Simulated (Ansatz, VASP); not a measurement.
**Cs2Si3: VASP beside Ansatz**

The input INCAR:

```
SYSTEM = Cs2Si3
PREC = Accurate
ENCUT = 600
EDIFF = 1E-7
ISMEAR = 0
SIGMA = 0.1
LREAL = .False.
LASPH = .True.
NELM = 100
ALGO = Normal
ISIF = 3
LWAVE = .False.
LCHARG = .False.
GGA = PE
IBRION = 2
NSW = 90
EDIFFG = -0.04
```

KPOINTS

```
Automatic mesh
0
Gamma
  6 6 4
  0 0 0
```

Contents of POSCAR:

```
Cs2Si3
1.0
    4.6166191172      0.0000000000      0.0000000000
   -2.3083095586      3.9981094350      0.0000000000
    0.0000000000      0.0000000000      7.1827094386
Cs Si
2 3
Direct
    0.3333333333      0.6666666667      0.2450000000
    0.6666666667      0.3333333333      0.7550000000
    0.0000000000      0.0000000000      0.0000000000
    0.3333333333      0.6666666667      0.6450000000
    0.6666666667      0.3333333333      0.3550000000
```

Input for Ansatz:

```yaml
crystal:
  lattice:
    - [4.6166191172, 0.0, 0.0]
    - [-2.3083095586, 3.998109435, 0.0]
    - [0.0, 0.0, 7.1827094386]
  atoms:
    - { symbol: Cs, position: [0.3333333333, 0.6666666667, 0.245] }
    - { symbol: Cs, position: [0.6666666667, 0.3333333333, 0.755] }
    - { symbol: Si, position: [0.0, 0.0, 0.0] }
    - { symbol: Si, position: [0.3333333333, 0.6666666667, 0.645] }
    - { symbol: Si, position: [0.6666666667, 0.3333333333, 0.355] }
basis:
  ecutwfc: 420
kpoints:
  mp_grid: { grid: [6, 6, 4] }
hamiltonian:
  xc: pbe
scf:
  occupations: { method: gaussian, width: 0.1 }
  lower_state_search: "off"
output:
  forces: true
  stress: true
  eigenvalues: true
relax:
  adjacent_minimum: "off"
  f_tol: 0.04
  max_steps: 70
  cell: { stress_tol: 0.4 }
```

Alike in both runs: task relaxation of cell and atoms; functional PBE; k mesh 6 × 6 × 4; occupations gaussian, width 0.1 eV; no spin polarisation.

```csv
,VASP,Ansatz
version,VASP 6.6.1,Ansatz 0.2.0
potentials or method,"VASP PAW PBE potentials, release 64 (Cs_sv, Si), cutoff 600 eV","scalar-relativistic, plane waves, PAW"
valence electrons in the cell,30,30
```

Ansatz gave:

* gap on the k mesh at the Fermi level, each at its own relaxed structure (eV): none
* relaxed volume (Å³/atom): 33.66
* relaxed length of the cell vector where the two differ most in proportion (Å): 12.660

Question: Which values does VASP return?

Answer: gap on the k mesh at the Fermi level, each at its own relaxed structure (eV): none; relaxed volume (Å³/atom): 35.67; relaxed length of the cell vector where the two differ most in proportion (Å): 13.064.

A gap of «none» marks a metal or a gap that the smearing closes. One of these differences is far larger than is usual between the two programs; its cause wasn't traced.

Neither program's run includes spin-orbit coupling. Noted on VASP's run: the volume moved by over 15 % at a fixed basis, so the end points are rough.
